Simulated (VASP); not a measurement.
Input of a VASP 6.6.1 run:

Contents of POSCAR:

```
BN
1.0
   -0.0060160848      1.7988093648      1.7988093648
    1.7988093648     -0.0060160848      1.7988093648
    1.7988093648      1.7988093648     -0.0060160848
B N
1 1
Direct
    0.0000000000      0.0000000000      0.0000000000
    0.2500000000      0.2500000000      0.2500000000
```

INCAR.step1

```
  ALGO = Normal
  EDIFF = 1E-4
  ENCUT = 520
  GGA = PE
  ISMEAR = 0
  LASPH = True
  LCHARG = False
  LREAL = False
  LWAVE = True
  NBANDS = 11
  NELM = 100
  PREC = Accurate
  SIGMA = 0.01
```

File INCAR.step2:

```
  ALGO = Normal
  EDIFF = 1E-6
  ENCUT = 520
  ISIF = 2
  ISMEAR = 0
  ISTART = 1
  LASPH = True
  LCHARG = False
  LMIXTAU = True
  LREAL = False
  LWAVE = False
  METAGGA = R2SCAN
  NBANDS = 11
  NELM = 100
  PREC = Accurate
  SIGMA = 0.01
```

The input KPOINTS:

```
k-points
0
Gamma
  12 12 12
```

Potentials or basis: VASP PAW PBE potentials, release 64 (B, N).

Command:

```bash
$ cat potpaw_PBE.64/B/POTCAR potpaw_PBE.64/N/POTCAR > POTCAR
$ cp INCAR.step1 INCAR
$ mpirun -np 1 vasp_std > vasp.out
$ cp INCAR.step2 INCAR
$ mpirun -np 1 vasp_std > vasp.out
```

Problem. Estimate the pressure.

Solution. 3.1 GPa.

Problem. Predict the band gap on the k mesh.

Solution. 4.97 eV (least direct gap 9.51 eV).

Stress tensor (GPa, compression positive):
```
3.12 1.60 1.60
1.60 3.12 1.60
1.60 1.60 3.12
```

Caveat: the cell differs from its parent crystal (strain along [111] -0.5%); the cell stands under pressure; the PAW data sets were made with another functional, which shifts forces and pressure a little. A k mesh can miss the band edges.
